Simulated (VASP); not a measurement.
# Cd3HgSe4 (P-4m2) in VASP: single point with PBE

Aim: the single point of Cd3HgSe4 with PBE.

Everything below comes from runs of VASP 6.6.1. Logs are shortened: lines on timing, memory, paths and dates and some standing lists are left out, and cuts for length are marked.

## 1. The cell of the first run

The structure is tetragonal, space group P-4m2 (No. 115). Conventional cell: a = 4.398 Å, b = 4.398 Å, c = 12.393 Å, α = 90.00°, β = 90.00°, γ = 90.00°. Within 3.5 Å of Cd (site symmetry 2mm) lie 4 Se at 2.68 Å. Within 3.5 Å of Cd (site symmetry -4m2) lie 4 Se at 2.68 Å. Hg (site symmetry -4m2) has 4 Se at 2.71 Å within 3.6 Å. Se (site symmetry 2mm) has 4 Cd at 2.68 Å within 3.5 Å. Se (site symmetry 2mm) has 2 Cd at 2.68 Å and 2 Hg at 2.71 Å within 3.5 Å.

## 2. Single point, PBE

File INCAR:

```
PREC = Accurate
ENCUT = 520
EDIFF = 1E-7
ISMEAR = 0
SIGMA = 0.1
LREAL = False
LASPH = True
NELM = 60
ALGO = Normal
ISIF = 2
LWAVE = False
LCHARG = False
GGA = PE
NBANDS = 46
```

File KPOINTS:

```
Automatic mesh
0
Gamma
  4 4 2
```

File POSCAR:

```
Cd3HgSe4
1.0
    4.3977402000      0.0000000000      0.0000000000
    0.0000000000      4.3977402000      0.0000000000
    0.0000000000      0.0000000000     12.3927205000
Cd Hg Se
3 1 4
Direct
    0.0000000000      0.0000000000      0.7513860000
    0.5000000000      0.5000000000      0.0000000000
    0.0000000000      0.0000000000      0.2486140000
    0.5000000000      0.5000000000      0.5000000000
    0.5000000000      0.0000000000      0.8757000000
    0.0000000000      0.5000000000      0.1243000000
    0.5000000000      0.0000000000      0.3726470000
    0.0000000000      0.5000000000      0.6273530000
```

Potentials or basis: VASP PAW PBE potentials, release 64 (Cd, Hg, Se).

The run is started by

```console
$ cat potpaw_PBE.64/Cd/POTCAR potpaw_PBE.64/Hg/POTCAR potpaw_PBE.64/Se/POTCAR > POTCAR
$ mpirun -np 1 vasp_std > vasp.out
```

OUTCAR:

```text
PREC = Accurate
   ENCUT = 520
   EDIFF = 1E-7
   ISMEAR = 0
   LREAL = False
   LASPH = True
   NELM = 60
   ISIF = 2
   GGA = PE

 ion  position               nearest neighbor table
   1  0.000  0.000  0.751-   8 2.68   8 2.68   5 2.68   5 2.68
   2  0.500  0.500  0.000-   5 2.68   6 2.68   5 2.68   6 2.68
   3  0.000  0.000  0.249-   7 2.68   7 2.68   6 2.68   6 2.68
   4  0.500  0.500  0.500-   7 2.71   8 2.71   7 2.71   8 2.71
   5  0.500  0.000  0.876-   2 2.68   2 2.68   1 2.68   1 2.68
   6  0.000  0.500  0.124-   2 2.68   2 2.68   3 2.68   3 2.68
   7  0.500  0.000  0.373-   3 2.68   3 2.68   4 2.71   4 2.71
   8  0.000  0.500  0.627-   1 2.68   1 2.68   4 2.71   4 2.71

  LATTYP: Found a simple tetragonal cell.
 ALAT       =     4.3977402000
 C/A-ratio  =     2.8179746725

  Lattice vectors:

 A1 = (   4.3977402000,   0.0000000000,   0.0000000000)
 A2 = (   0.0000000000,   4.3977402000,   0.0000000000)
 A3 = (   0.0000000000,   0.0000000000,  12.3927205000)

Analysis of symmetry for initial positions (statically):
=====================================================================
 Subroutine PRICEL returns:
 Original cell was already a primitive cell.

 Routine SETGRP: Setting up the symmetry group for a
 simple tetragonal supercell.

 Subroutine GETGRP returns: Found  8 space group operations
 (whereof  8 operations were pure point group operations)
 out of a pool of 16 trial point group operations.

The static configuration has the point symmetry D_2d.

Analysis of symmetry for dynamics (positions and initial velocities):
=====================================================================
 Subroutine PRICEL returns:
 Original cell was already a primitive cell.

 Routine SETGRP: Setting up the symmetry group for a
 simple tetragonal supercell.

 Subroutine GETGRP returns: Found  8 space group operations
 (whereof  8 operations were pure point group operations)
 out of a pool of 16 trial point group operations.

The dynamic configuration has the point symmetry D_2d.

 Subroutine INISYM returns: Found  8 space group operations
 (whereof  8 operations are pure point group operations),
 and found     1 'primitive' translations

----------------------------------------------------------------------------------------

                                     Primitive cell

  volume of cell :     239.6767

  direct lattice vectors                    reciprocal lattice vectors
     4.397740200  0.000000000  0.000000000     0.227389512  0.000000000  0.000000000
     0.000000000  4.397740200  0.000000000     0.000000000  0.227389512  0.000000000
     0.000000000  0.000000000 12.392720500     0.000000000  0.000000000  0.080692532

  length of vectors
     4.397740200  4.397740200 12.392720500     0.227389512  0.227389512  0.080692532

  position of ions in fractional coordinates (direct lattice)
     0.000000000  0.000000000  0.751386000
     0.500000000  0.500000000  0.000000000
     0.000000000  0.000000000  0.248614000
     0.500000000  0.500000000  0.500000000
     0.500000000  0.000000000  0.875700000
     0.000000000  0.500000000  0.124300000
     0.500000000  0.000000000  0.372647000
     0.000000000  0.500000000  0.627353000

  ion indices of the primitive-cell ions
   primitive index   ion index
                 1           1
                 2           2
                 3           3
                 4           4
                 5           5
                 6           6
                 7           7
                 8           8

----------------------------------------------------------------------------------------

 KPOINTS: Automatic mesh

Automatic generation of k-mesh.
 Grid dimensions read from file:
 generate k-points for:    4    4    2

 Generating k-lattice:

  Cartesian coordinates                     Fractional coordinates (reciprocal lattice)
     0.056847378  0.000000000  0.000000000     0.250000000  0.000000000  0.000000000
     0.000000000  0.056847378  0.000000000     0.000000000  0.250000000  0.000000000
     0.000000000  0.000000000  0.040346266     0.000000000  0.000000000  0.500000000

  Length of vectors
     0.056847378  0.056847378  0.040346266

  Shift w.r.t. Gamma in fractional coordinates (k-lattice)
     0.000000000  0.000000000  0.000000000

 Subroutine IBZKPT returns following result:
 ===========================================

 Found     12 irreducible k-points:

 Following reciprocal coordinates:
            Coordinates               Weight
  0.000000  0.000000  0.000000      1.000000
  0.250000  0.000000  0.000000      4.000000
  0.500000  0.000000  0.000000      2.000000
  0.250000  0.250000  0.000000      4.000000
  0.500000  0.250000  0.000000      4.000000
  0.500000  0.500000  0.000000      1.000000
  0.000000  0.000000  0.500000      1.000000
  0.250000  0.000000  0.500000      4.000000
  0.500000  0.000000  0.500000      2.000000
  0.250000  0.250000  0.500000      4.000000
  0.500000  0.250000  0.500000      4.000000
  0.500000  0.500000  0.500000      1.000000
   k-points           NKPTS =     12   k-points in BZ     NKDIM =     12   number of bands    NBANDS=     46
   number of dos      NEDOS =    301   number of ions     NIONS =      8
   total plane-waves  NPLWV = 124416
   dimension x,y,z NGX =    36 NGY =   36 NGZ =   96
   dimension x,y,z NGXF=    72 NGYF=   72 NGZF=  192
   ions per type =               3   1   4
   NGX,Y,Z   is equivalent  to a cutoff of  13.61, 13.61, 12.88 a.u.
   NGXF,Y,Z  is equivalent  to a cutoff of  27.22, 27.22, 25.76 a.u.
 SYSTEM =  unknown system
   PREC   = accura    normal or accurate (medium, high low for compatibility)
   ISTART =      0    job   : 0-new  1-cont  2-samecut
   ICHARG =      2    charge: 1-file 2-atom 10-const
   ISPIN  =      1    spin polarized calculation?
   LNONCOLLINEAR =      F non collinear calculations
   LSORBIT =      F    spin-orbit coupling
   LASPH  =      T    aspherical Exc in radial PAW
   ENCUT  =  520.0 eV  38.22 Ry    6.18 a.u.   8.18  8.18 23.04*2*pi/ulx,y,z
   NELM   =     60;   NELMIN=  2; NELMDL= -5     # of ELM steps
   EDIFF  = 0.1E-06   stopping-criterion for ELM
   LREAL  =      F    real-space projection
   EDIFFG = 0.1E-05   stopping-criterion for IOM
   NSW    =      0    number of steps for IOM
   IBRION =     -1    ionic relax: 0-MD 1-quasi-New 2-CG
   NFREE  =      0    steps in history (QN), initial steepest desc. (CG)
   ISIF   =      2    stress and relaxation
   ISYM   =      2    0-nonsym 1-usesym 2-fastsym
   POTIM  = 0.5000    time-step for ionic-motion
   TEBEG  =    0.0;   TEEND  =   0.0 temperature during run
   PSTRESS=    0.0 pullay stress
   NELECT =      72.0000    total number of electrons
   NUPDOWN=      -1.0000    fix difference up-down
   EMIN   =  10.00;   EMAX   =-10.00  energy-range for DOS
   EFERMI =   0.00;   METHOD = LEGACY
   ISMEAR =     0;   SIGMA  =   0.10  broadening in eV -4-tet -1-fermi 0-gaus
   EFERMI_NEDOS =   21; number of points for ismear=-14 and -15
   IALGO  =     38    algorithm
   IMIX   =      4    mixing-type and parameters
     AMIX     =   0.40;   BMIX     =  1.00
     AMIX_MAG =   1.60;   BMIX_MAG =  1.00
  volume/ion in A,a.u.               =      29.96       202.18
  Fermi-wavevector in a.u.,A,eV,Ry     =   1.096420  2.071934 16.356073  1.202137
  Thomas-Fermi vector in A             =   2.232762
   LORBIT       =      0    0 simple, 1 ext, 2 COOP (PROOUT), +10 PAW based schemes
   GGA     = PE    functional components
   LHFCALC =     F    Hartree Fock is set to
   AEXX    =    0.0000 exact exchange contribution
   IVDW    =     0    specifies the selected vdW correction
   LEPSILON=     F    determine dielectric tensor
   LRPA    =     F    only Hartree local field effects (RPA)
 non-spin polarized calculation
 Gauss-broadening in eV      SIGMA  =   0.10
  energy-cutoff  :      520.00
  volume of cell :      239.68
 maximum number of plane-waves:      6504
 NGX is ok and might be reduce to    36
   NGX = 17   NGY = 17   NGZ = 47

 number of electron      71.9999998 magnetization

 Free energy of the ion-electron system (eV)
  ---------------------------------------------------
  ext. energy  EPLUGINS =         0.00000000
  ---------------------------------------------------
  free energy    TOTEN  =       -20.49334166 eV

  energy without entropy =      -20.48848649  energy(sigma->0) =      -20.49091407

 E-fermi :   0.7259     XC(G=0):  -8.6367

 val. band max:        0.6574849416   @ k =   0.0000   0.0000   0.0000
 cond. band min:       0.7344221014   @ k =   0.0000   0.0000   0.0000
 fundamental gap:      0.0769371598
 Fermi energy:         0.7259325994

 k-point     1 :       0.0000    0.0000    0.0000
  band No.  band energies     occupation
      1     -11.8219      2.00000
      2     -11.5858      2.00000
      3     -11.5750      2.00000
      4     -11.3537      2.00000
      5      -7.2084      2.00000
      6      -7.2084      2.00000
[... 38 lines left out ...]
     45       6.4729      0.00000
     46       6.4752      0.00000

 k-point     2 :       0.2500    0.0000    0.0000
  band No.  band energies     occupation
      1     -11.7010      2.00000
      2     -11.5263      2.00000
      3     -11.5193      2.00000
      4     -11.3627      2.00000
      5      -7.1866      2.00000
      6      -7.1681      2.00000
[... 38 lines left out ...]
     45       6.8044      0.00000
     46       7.0389      0.00000

 k-point     3 :       0.5000    0.0000    0.0000
  band No.  band energies     occupation
      1     -11.5180      2.00000
      2     -11.4842      2.00000
      3     -11.4376      2.00000
      4     -11.4374      2.00000
      5      -7.1469      2.00000
      6      -7.1427      2.00000
[... 38 lines left out ...]
     45       6.9792      0.00000
     46       6.9838      0.00000

 k-point     4 :       0.2500    0.2500    0.0000
  band No.  band energies     occupation
      1     -11.5982      2.00000
      2     -11.4696      2.00000
      3     -11.4652      2.00000
      4     -11.3529      2.00000
      5      -7.1347      2.00000
      6      -7.1264      2.00000
[... 38 lines left out ...]
     45       6.6985      0.00000
     46       6.8128      0.00000

 k-point     5 :       0.5000    0.2500    0.0000
  band No.  band energies     occupation
      1     -11.4511      2.00000
      2     -11.4336      2.00000
      3     -11.3869      2.00000
      4     -11.3868      2.00000
      5      -7.1089      2.00000
      6      -7.1086      2.00000
[... 38 lines left out ...]
     45       7.1955      0.00000
     46       7.2650      0.00000

 k-point     6 :       0.5000    0.5000    0.0000
  band No.  band energies     occupation
      1     -11.3825      2.00000
      2     -11.3825      2.00000
      3     -11.3357      2.00000
      4     -11.3357      2.00000
      5      -7.0714      2.00000
      6      -7.0582      2.00000
[... 38 lines left out ...]
     45       6.9327      0.00000
     46       6.9327      0.00000

 k-point     7 :       0.0000    0.0000    0.5000
  band No.  band energies     occupation
      1     -11.7875      2.00000
      2     -11.7066      2.00000
      3     -11.4367      2.00000
      4     -11.4055      2.00000
      5      -7.2072      2.00000
      6      -7.2072      2.00000
[... 38 lines left out ...]
     45       6.9245      0.00000
     46       6.9281      0.00000

 k-point     8 :       0.2500    0.0000    0.5000
  band No.  band energies     occupation
      1     -11.6790      2.00000
      2     -11.6089      2.00000
      3     -11.4271      2.00000
      4     -11.3942      2.00000
      5      -7.1868      2.00000
      6      -7.1681      2.00000
[... 38 lines left out ...]
     45       6.9593      0.00000
     46       6.9705      0.00000

 k-point     9 :       0.5000    0.0000    0.5000
  band No.  band energies     occupation
      1     -11.5180      2.00000
      2     -11.4842      2.00000
      3     -11.4377      2.00000
      4     -11.4375      2.00000
      5      -7.1467      2.00000
      6      -7.1435      2.00000
[... 38 lines left out ...]
     45       7.1885      0.00000
     46       7.1914      0.00000

 k-point    10 :       0.2500    0.2500    0.5000
  band No.  band energies     occupation
      1     -11.5846      2.00000
      2     -11.5256      2.00000
      3     -11.4039      2.00000
      4     -11.3719      2.00000
      5      -7.1355      2.00000
      6      -7.1277      2.00000
[... 38 lines left out ...]
     45       6.7599      0.00000
     46       6.8193      0.00000

 k-point    11 :       0.5000    0.2500    0.5000
  band No.  band energies     occupation
      1     -11.4511      2.00000
      2     -11.4336      2.00000
      3     -11.3869      2.00000
      4     -11.3868      2.00000
      5      -7.1085      2.00000
      6      -7.1081      2.00000
[... 38 lines left out ...]
     45       7.5498      0.00000
     46       7.5655      0.00000

 k-point    12 :       0.5000    0.5000    0.5000
  band No.  band energies     occupation
      1     -11.3825      2.00000
      2     -11.3825      2.00000
      3     -11.3357      2.00000
      4     -11.3357      2.00000
      5      -7.0713      2.00000
      6      -7.0622      2.00000
[... 38 lines left out ...]
     45       8.7067      0.00000
     46       8.7484      0.00000

------------------------ aborting loop because EDIFF is reached ----------------------------------------

  FORCE on cell =-STRESS in cart. coord.  units (eV):
  Direction    XX          YY          ZZ          XY          YZ          ZX
  --------------------------------------------------------------------------------------
  -------------------------------------------------------------------------------------
  Total        0.5640025      0.5640025      0.3493502      0.0000000      0.0000000      0.0000000
  in kB        3.7702123      3.7702123      2.3353165      0.0000000      0.0000000      0.0000000
  external PRESSURE =       3.2919137 kB  Pullay stress =       0.0000000 kB

 VOLUME and BASIS-vectors are now :
 -----------------------------------------------------------------------------
  energy-cutoff  :      520.00
  volume of cell :      239.68
      direct lattice vectors                 reciprocal lattice vectors
     4.397740200  0.000000000  0.000000000     0.227389512  0.000000000  0.000000000
     0.000000000  4.397740200  0.000000000     0.000000000  0.227389512  0.000000000
     0.000000000  0.000000000 12.392720500     0.000000000  0.000000000  0.080692532

 POSITION                                       TOTAL-FORCE (eV/Angst)
 -----------------------------------------------------------------------------------
      0.00000      0.00000      9.31172         0.000000     -0.000000     -0.001303
      2.19887      2.19887      0.00000        -0.000000      0.000000      0.000000
      0.00000      0.00000      3.08100         0.000000     -0.000000      0.001303
      2.19887      2.19887      6.19636         0.000000      0.000000      0.000000
      2.19887      0.00000     10.85231         0.000000     -0.000000     -0.000254
      0.00000      2.19887      1.54042         0.000000     -0.000000      0.000254
      2.19887      0.00000      4.61811         0.000000     -0.000000     -0.006202
      0.00000      2.19887      7.77461         0.000000     -0.000000      0.006202
 -----------------------------------------------------------------------------------
    total drift:                                0.000000      0.000000      0.000000

  FREE ENERGIE OF THE ION-ELECTRON SYSTEM (eV)
  ---------------------------------------------------
  free  energy   TOTEN  =       -20.4933416557 eV

  energy  without entropy=      -20.4884864908  energy(sigma->0) =      -20.49091407
```

Wall time 3.6 min (1 thread of Intel Xeon 8259CL, shared host); peak memory 0.41 GiB.

What came out:

```
Free energy            : -20.4933 eV
Pressure               : 0.3 GPa
Largest force          : 0.006 eV/Å
Band gap on the k mesh : 0.08 eV
```

Forces on the atoms (eV/Å):
```
Cd   0.000  0.000 -0.001
Cd   0.000  0.000  0.000
Cd   0.000  0.000  0.001
Hg   0.000  0.000  0.000
Se   0.000  0.000  0.000
Se   0.000  0.000  0.000
Se   0.000  0.000 -0.006
Se   0.000  0.000  0.006
```

Caveat: spin-orbit coupling is left out, which moves the levels of the heavy elements.
